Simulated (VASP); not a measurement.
# CoSi2 in VASP: relaxation of the atoms with PBE

Aim: the relaxation of the atoms of CoSi2 with PBE.

All numbers are computed with VASP 6.6.1; they aren't measurements. Logs are shortened: lines on timing, memory, paths and dates and some standing lists are left out, and cuts for length are marked.

## 1. The cell of the first run

The cell holds a slab with vacuum, 12 atoms: a = 3.790 Å, b = 3.790 Å, c = 25.830 Å, α = 90.00°, β = 90.00°, γ = 120.00°.

## 2. Relaxation of the atoms, PBE

File INCAR:

```
ALGO = Normal ; DIPOL = 0.5 0.5 0.500
EDIFF = 1E-6 ; EDIFFG = -0.02
ENCUT = 520 ; GGA = PE
IBRION = 2 ; IDIPOL = 3
ISIF = 2 ; ISMEAR = 0
KPAR = 2 ; LASPH = True
LCHARG = False ; LDIPOL = True
LREAL = False ; LWAVE = False
NELM = 80 ; NSW = 80
PREC = Accurate ; SIGMA = 0.1
```

File KPOINTS:

```
k-points
0
Gamma
  9 9 1
```

File POSCAR:

```
CoSi2
1.0
    3.7897960487      0.0000000000      0.0000000000
   -1.8948980243      3.2820596533      0.0000000000
    0.0000000000      0.0000000000     25.8302443066
Si Co
8 4
Direct
    0.0000000000      0.0000000000      0.2903573002
    0.3333333333      0.6666666667      0.3502552144
    0.6666666667      0.3333333333      0.4101531287
    0.0000000000      0.0000000000      0.4700510429
    0.3333333333      0.6666666667      0.5299489571
    0.6666666667      0.3333333333      0.5898468713
    0.0000000000      0.0000000000      0.6497447856
    0.3333333333      0.6666666667      0.7096426998
    0.6666666667      0.3333333333      0.3203062573
    0.3333333333      0.6666666667      0.4401020858
    0.0000000000      0.0000000000      0.5598979142
    0.6666666667      0.3333333333      0.6796937427
```

Potentials or basis: VASP PAW PBE potentials, release 64 (Si, Co).

On the command line:

```console
$ cat potpaw_PBE.64/Si/POTCAR potpaw_PBE.64/Co/POTCAR > POTCAR
$ mpirun -np 2 vasp_std > vasp.out
```

OUTCAR:

```text
EDIFF = 1E-6
   EDIFFG = -0.02
   ENCUT = 520
   GGA = PE
   IBRION = 2
   ISIF = 2
   ISMEAR = 0
   LASPH = True
   LREAL = False
   NELM = 80
   NSW = 80
   PREC = Accurate

 ion  position               nearest neighbor table
   1  0.000  0.000  0.290-   9 2.32   9 2.32   9 2.32   2 2.68   2 2.68   2 2.68
   2  0.333  0.667  0.350-   9 2.32   9 2.32   9 2.32  10 2.32   1 2.68   1 2.68   1 2.68   3 2.68
                             3 2.68   3 2.68
   3  0.667  0.333  0.410-  10 2.32  10 2.32  10 2.32   9 2.32   4 2.68   4 2.68   4 2.68   2 2.68
                             2 2.68   2 2.68
   4  0.000  0.000  0.470-  11 2.32  10 2.32  10 2.32  10 2.32   5 2.68   3 2.68   5 2.68   3 2.68
                             5 2.68   3 2.68
   5  0.333  0.667  0.530-  10 2.32  11 2.32  11 2.32  11 2.32   6 2.68   4 2.68   6 2.68   4 2.68
                             4 2.68   6 2.68
   6  0.667  0.333  0.590-  11 2.32  11 2.32  11 2.32  12 2.32   5 2.68   5 2.68   5 2.68   7 2.68
                             7 2.68   7 2.68
   7  0.000  0.000  0.650-  12 2.32  12 2.32  12 2.32  11 2.32   8 2.68   8 2.68   8 2.68   6 2.68
                             6 2.68   6 2.68
   8  0.333  0.667  0.710-  12 2.32  12 2.32  12 2.32   7 2.68   7 2.68   7 2.68
   9  0.667  0.333  0.320-   2 2.32   1 2.32   2 2.32   1 2.32   1 2.32   2 2.32   3 2.32
  10  0.333  0.667  0.440-   5 2.32   3 2.32   4 2.32   3 2.32   4 2.32   4 2.32   3 2.32   2 2.32

  11  0.000  0.000  0.560-   4 2.32   6 2.32   5 2.32   6 2.32   5 2.32   6 2.32   5 2.32   7 2.32

  12  0.667  0.333  0.680-   8 2.32   7 2.32   8 2.32   7 2.32   7 2.32   8 2.32   6 2.32

  LATTYP: Found a hexagonal cell.
 ALAT       =     3.7897960487
 C/A-ratio  =     6.8157346661

  Lattice vectors:

 A1 = (   3.7897960487,   0.0000000000,   0.0000000000)
 A2 = (  -1.8948980243,   3.2820596533,   0.0000000000)
 A3 = (   0.0000000000,   0.0000000000,  25.8302443066)

Analysis of symmetry for initial positions (statically):
=====================================================================
 Subroutine PRICEL returns:
 Original cell was already a primitive cell.

 Routine SETGRP: Setting up the symmetry group for a
 hexagonal supercell.

 Subroutine GETGRP returns: Found 12 space group operations
 (whereof  6 operations were pure point group operations)
 out of a pool of 24 trial point group operations.

The static configuration has the point symmetry C_3v.
 The point group associated with its full space group is D_3d.

Analysis of symmetry for dynamics (positions and initial velocities):
=====================================================================
 Subroutine PRICEL returns:
 Original cell was already a primitive cell.

 Routine SETGRP: Setting up the symmetry group for a
 hexagonal supercell.

 Subroutine GETGRP returns: Found 12 space group operations
 (whereof  6 operations were pure point group operations)
 out of a pool of 24 trial point group operations.

The dynamic configuration has the point symmetry C_3v.
 The point group associated with its full space group is D_3d.

 Subroutine INISYM returns: Found 12 space group operations
 (whereof  6 operations are pure point group operations),
 and found     1 'primitive' translations

----------------------------------------------------------------------------------------

                                     Primitive cell

  volume of cell :     321.2853

  direct lattice vectors                    reciprocal lattice vectors
     3.789796049  0.000000000  0.000000000     0.263866442  0.152343361  0.000000000
    -1.894898024  3.282059653  0.000000000     0.000000000  0.304686723  0.000000000
     0.000000000  0.000000000 25.830244307     0.000000000  0.000000000  0.038714307

  length of vectors
     3.789796049  3.789796049 25.830244307     0.304686723  0.304686723  0.038714307

  position of ions in fractional coordinates (direct lattice)
     0.000000000  0.000000000  0.290357300
     0.333333333  0.666666667  0.350255214
     0.666666667  0.333333333  0.410153129
     0.000000000  0.000000000  0.470051043
     0.333333333  0.666666667  0.529948957
     0.666666667  0.333333333  0.589846871
     0.000000000  0.000000000  0.649744786
     0.333333333  0.666666667  0.709642700
     0.666666667  0.333333333  0.320306257
[... 50 lines left out ...]
  0.333333  0.000000  0.000000      6.000000
  0.444444  0.000000  0.000000      6.000000
  0.111111  0.111111  0.000000      6.000000
  0.222222  0.111111  0.000000     12.000000
  0.333333  0.111111  0.000000     12.000000
  0.444444  0.111111  0.000000      6.000000
  0.222222  0.222222  0.000000      6.000000
  0.333333  0.222222  0.000000     12.000000
  0.333333  0.333333  0.000000      2.000000
   k-points           NKPTS =     12   k-points in BZ     NKDIM =     12   number of bands    NBANDS=     41
   number of dos      NEDOS =    301   number of ions     NIONS =     12
   total plane-waves  NPLWV = 150528
   dimension x,y,z NGX =    28 NGY =   28 NGZ =  192
   dimension x,y,z NGXF=    56 NGYF=   56 NGZF=  384
   ions per type =               8   4
   NGX,Y,Z   is equivalent  to a cutoff of  12.28, 12.28, 12.36 a.u.
   NGXF,Y,Z  is equivalent  to a cutoff of  24.57, 24.57, 24.71 a.u.
 SYSTEM =  unknown system
   PREC   = accura    normal or accurate (medium, high low for compatibility)
   ISTART =      0    job   : 0-new  1-cont  2-samecut
   ICHARG =      2    charge: 1-file 2-atom 10-const
   ISPIN  =      1    spin polarized calculation?
   LNONCOLLINEAR =      F non collinear calculations
   LSORBIT =      F    spin-orbit coupling
   LASPH  =      T    aspherical Exc in radial PAW
   ENCUT  =  520.0 eV  38.22 Ry    6.18 a.u.   7.05  7.05 48.03*2*pi/ulx,y,z
   NELM   =     80;   NELMIN=  2; NELMDL= -5     # of ELM steps
   EDIFF  = 0.1E-05   stopping-criterion for ELM
   LREAL  =      F    real-space projection
   EDIFFG = -.2E-01   stopping-criterion for IOM
   NSW    =     80    number of steps for IOM
   IBRION =      2    ionic relax: 0-MD 1-quasi-New 2-CG
   NFREE  =      1    steps in history (QN), initial steepest desc. (CG)
   ISIF   =      2    stress and relaxation
   ISYM   =      2    0-nonsym 1-usesym 2-fastsym
   POTIM  = 0.5000    time-step for ionic-motion
   TEBEG  =    0.0;   TEEND  =   0.0 temperature during run
   PSTRESS=    0.0 pullay stress
   NELECT =      68.0000    total number of electrons
   NUPDOWN=      -1.0000    fix difference up-down
   EMIN   =  10.00;   EMAX   =-10.00  energy-range for DOS
   EFERMI =   0.00;   METHOD = LEGACY
   ISMEAR =     0;   SIGMA  =   0.10  broadening in eV -4-tet -1-fermi 0-gaus
   EFERMI_NEDOS =   21; number of points for ismear=-14 and -15
   IALGO  =     38    algorithm
   IMIX   =      4    mixing-type and parameters
     AMIX     =   0.40;   BMIX     =  1.00
     AMIX_MAG =   1.60;   BMIX_MAG =  1.00
  volume/ion in A,a.u.               =      26.77       180.68
  Fermi-wavevector in a.u.,A,eV,Ry     =   0.975620  1.843655 12.950503  0.951835
  Thomas-Fermi vector in A             =   2.106174
   LORBIT       =      0    0 simple, 1 ext, 2 COOP (PROOUT), +10 PAW based schemes
   GGA     = PE    functional components
   LHFCALC =     F    Hartree Fock is set to
   AEXX    =    0.0000 exact exchange contribution
   IVDW    =     0    specifies the selected vdW correction
   LEPSILON=     F    determine dielectric tensor
   LRPA    =     F    only Hartree local field effects (RPA)
 conjugate gradient relaxation of ions
 non-spin polarized calculation
 Gauss-broadening in eV      SIGMA  =   0.10
  energy-cutoff  :      520.00
  volume of cell :      321.29
 maximum number of plane-waves:      8695
   NGX = 15   NGY = 15   NGZ = 97

--------------------------------------- Ionic step        1  -------------------------------------------

 number of electron      67.9999997 magnetization

 Free energy of the ion-electron system (eV)
  ---------------------------------------------------
  ext. energy  EPLUGINS =         0.00000000
  ---------------------------------------------------
  free energy    TOTEN  =       -74.83040077 eV

  energy without entropy =      -74.79150026  energy(sigma->0) =      -74.81095052

------------------------ aborting loop because EDIFF is reached ----------------------------------------

  FORCE on cell =-STRESS in cart. coord.  units (eV):
  Direction    XX          YY          ZZ          XY          YZ          ZX
  --------------------------------------------------------------------------------------
  -------------------------------------------------------------------------------------
  Total       -2.3511696     -2.3511696     -1.9179362     -0.0000000      0.0000000      0.0000000
  in kB      -11.7247534    -11.7247534     -9.5643158     -0.0000000      0.0000000      0.0000000
  external PRESSURE =     -11.0046076 kB  Pullay stress =       0.0000000 kB
[... 119 lines left out ...]
  FREE ENERGIE OF THE ION-ELECTRON SYSTEM (eV)
  ---------------------------------------------------
  free  energy   TOTEN  =       -74.8856394343 eV

  energy  without entropy=      -74.8464620481  energy(sigma->0) =      -74.86605074

[... ionic steps 4 to 12 ...]

--------------------------------------- Ionic step       13  -------------------------------------------

 number of electron      68.0000000 magnetization

------------------------ aborting loop because EDIFF is reached ----------------------------------------
[... 87 lines left out ...]
--------------------------------------- Ionic step       15  -------------------------------------------

 number of electron      68.0000003 magnetization

 dipolmoment           0.000000      0.000000     -0.000001 electrons x Angstroem

 Free energy of the ion-electron system (eV)
  ---------------------------------------------------
  ext. energy  EPLUGINS =         0.00000000
  ---------------------------------------------------
  free energy    TOTEN  =       -74.90940568 eV

  energy without entropy =      -74.87373680  energy(sigma->0) =      -74.89157124

 E-fermi :   2.2029     XC(G=0):  -6.3106

 val. band max:        2.1821093299   @ k =   0.2222   0.0000   0.0000
 cond. band min:       2.2064886461   @ k =   0.3333   0.1111   0.0000
 fundamental gap:      0.0243793162
 Fermi energy:         2.2029134586

 k-point     1 :       0.0000    0.0000    0.0000
  band No.  band energies     occupation
      1     -10.7672      2.00000
      2     -10.1925      2.00000
      3      -9.1773      2.00000
      4      -8.0042      2.00000
      5      -5.9402      2.00000
      6      -4.3038      2.00000
[... 517 lines left out ...]
     40       5.0583      0.00000
     41       5.0729      0.00000

------------------------ aborting loop because EDIFF is reached ----------------------------------------

 vacuum level on the upper side and lower side of the slab       (xc-potential included)        -0.128        -0.128

  FORCE on cell =-STRESS in cart. coord.  units (eV):
  Direction    XX          YY          ZZ          XY          YZ          ZX
  --------------------------------------------------------------------------------------
  -------------------------------------------------------------------------------------
  Total        0.2935654      0.2935654     -0.0243337      0.0000000     -0.0000000     -0.0000000
  in kB        1.4639447      1.4639447     -0.1213468      0.0000000     -0.0000000     -0.0000000
  external PRESSURE =       0.9355142 kB  Pullay stress =       0.0000000 kB
[... 27 lines left out ...]
  FREE ENERGIE OF THE ION-ELECTRON SYSTEM (eV)
  ---------------------------------------------------
  free  energy   TOTEN  =       -74.9094056811 eV

  energy  without entropy=      -74.8737367997  energy(sigma->0) =      -74.89157124

 reached required accuracy - stopping structural energy minimisation

 vacuum level on the upper side and lower side of the slab         7.084         7.084
```

Run time: 23 min. Hardware: 2 MPI ranks of Intel Xeon Platinum 8259CL at 2.50GHz (Skylake/Cascade Lake), shared host; peak memory 0.48 GiB.

What came out:

```yaml
Free_energy: -74.9094 eV
Energy_gained_by_relaxing: 6.6 meV/atom
Ionic_steps: 15
Largest_force_after_relaxing: 0.006 eV/Å
Band_gap_on_the_k_mesh: zero (bands 34 and 35 overlap by 2.54 eV)
```

Forces on the atoms (eV/Å):
```
Si   0.000  0.000 -0.002
Si   0.000  0.000  0.006
Si   0.000  0.000 -0.004
Si   0.000  0.000  0.000
Si   0.000  0.000  0.000
Si   0.000  0.000  0.004
Si   0.000  0.000 -0.006
Si   0.000  0.000  0.002
Co   0.000  0.000  0.001
Co   0.000  0.000  0.001
Co   0.000  0.000 -0.001
Co   0.000  0.000 -0.001
```

Step by step:
```csv
step,energy change (eV),largest force (eV/Å),pressure (GPa)
1,0.0000,0.6233,-1.10
2,-0.0433,0.3684,-1.01
3,-0.0552,0.2391,-0.90
4,-0.0662,0.1395,-0.74
5,-0.0688,0.0768,-0.61
6,-0.0707,0.0695,-0.53
7,-0.0731,0.0911,-0.40
8,-0.0722,0.2061,-0.10
9,-0.0736,0.1336,-0.29
10,-0.0749,0.1204,-0.25
11,-0.0775,0.0794,-0.09
12,-0.0760,0.1400,0.23
13,-0.0780,0.0637,0.02
14,-0.0788,0.0257,0.06
15,-0.0790,0.0058,0.09
```

Final structure:
```
Si Co
1.0
     3.78980    0.00000    0.00000
    -1.89490    3.28206    0.00000
     0.00000    0.00000   25.83024
Si Co
8 4
Direct
  0.00000 0.00000 0.29567
  0.33333 0.66667 0.35066
  0.66667 0.33333 0.41039
  0.00000 0.00000 0.46930
  0.33333 0.66667 0.53070
  0.66667 0.33333 0.58961
  0.00000 0.00000 0.64934
  0.33333 0.66667 0.70433
  0.66667 0.33333 0.32147
  0.33333 0.66667 0.44088
  0.00000 0.00000 0.55912
  0.66667 0.33333 0.67853
```

Spin polarisation is off, so any magnetic state and its effect on volume and gap are missing.

The gap in the log of VASP goes by the Fermi energy; the results here count the filled bands.